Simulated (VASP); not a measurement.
Write the native input for VASP 6.6.1 that does the following.

```
Task                   : relaxation of shape and atoms at fixed volume
Functional             : PBE
Potentials or basis    : VASP PAW PBE potentials, release 64 (Al)
Cutoff                 : 600 eV
k mesh                 : 22 × 22 × 12
Occupations            : gaussian, width 0.1 eV
Spin                   : no spin polarisation
Dipole correction      : no
Further INCAR settings : ALGO = Fast; EDIFF = 1e-06; IBRION = 2; EDIFFG = -0.01; NSW = 50; ISIF = 4
```

The structure of Al lies in POSCAR:

```
Al
1.0
    1.4707504110     -2.5474144371      0.0000000000
    1.4707504110      2.5474144371      0.0000000000
    0.0000000000      0.0000000000      4.8850368971
Al
2
Direct
    0.3333333333      0.6666666667      0.7500000000
    0.6666666667      0.3333333333      0.2500000000
```

This cell differs from its parent crystal: volume scaled by 1.10.

One way to write it, as run:

INCAR

```
ALGO = Fast ; EDIFF = 1E-6
EDIFFG = -0.01 ; ENCUT = 600
GGA = PE ; IBRION = 2
ISIF = 4 ; ISMEAR = 0
LASPH = T ; LCHARG = F
LREAL = F ; LWAVE = F
NELM = 100 ; NSW = 50
PREC = Accurate ; SIGMA = 0.1
```

KPOINTS

```
k-points
0
Gamma
  22 22 12
```

Potentials or basis: VASP PAW PBE potentials, release 64 (Al).

Launch:

```bash
$ cat potpaw_PBE.64/Al/POTCAR > POTCAR
$ mpirun -np 1 vasp_std > vasp.out
```

Results of the run:

The energy gained by relaxing is 0.0 meV/atom, the ionic steps are 2 and the pressure after relaxing is -5.7 GPa. The band gap on the k mesh is zero (band 3 reaches 10.81 eV, above the bottom of band 4 at 3.89 eV).

Run time: 34 s on 1 thread of Intel(R) Xeon(R) 6975P-C (Granite Rapids) (shared host), peak memory 0.23 GiB.
